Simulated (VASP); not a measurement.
A run of VASP 6.6.1:

File INCAR:

```
SYSTEM = In
PREC = Accurate
ENCUT = 520
EDIFF = 1E-6
ISMEAR = 0
SIGMA = 0.15
LREAL = .False.
LASPH = .True.
NELM = 60
ALGO = Fast
ISIF = 2
LWAVE = .False.
LCHARG = .False.
GGA = PS
NBANDS = 12
```

KPOINTS

```
Automatic mesh
0
Gamma
  20 20 20
  0 0 0
```

POSCAR

```
In
1.0
   -2.0450751590      2.0450751590      1.5951586240
    2.0450751590     -2.0450751590      1.5951586240
    2.0450751590      2.0450751590     -1.5951586240
In
1
Direct
    0.0000000000      0.0000000000      0.0000000000
```

Potentials or basis: VASP PAW PBE potentials, release 64 (In_d).

The run is started by

```console
$ cat potpaw_PBE.64/In_d/POTCAR > POTCAR
$ mpirun -np 1 vasp_std > vasp.out
```

Hardware: 1 thread of AMD EPYC 7R13, with other jobs on the host.

Q: How long does it take, and how much memory?

A: Run time: 7.5 min on 1 thread of AMD EPYC 7R13 (shared host), peak memory 0.32 GiB. Counts: scf iterations 13, k points 641.
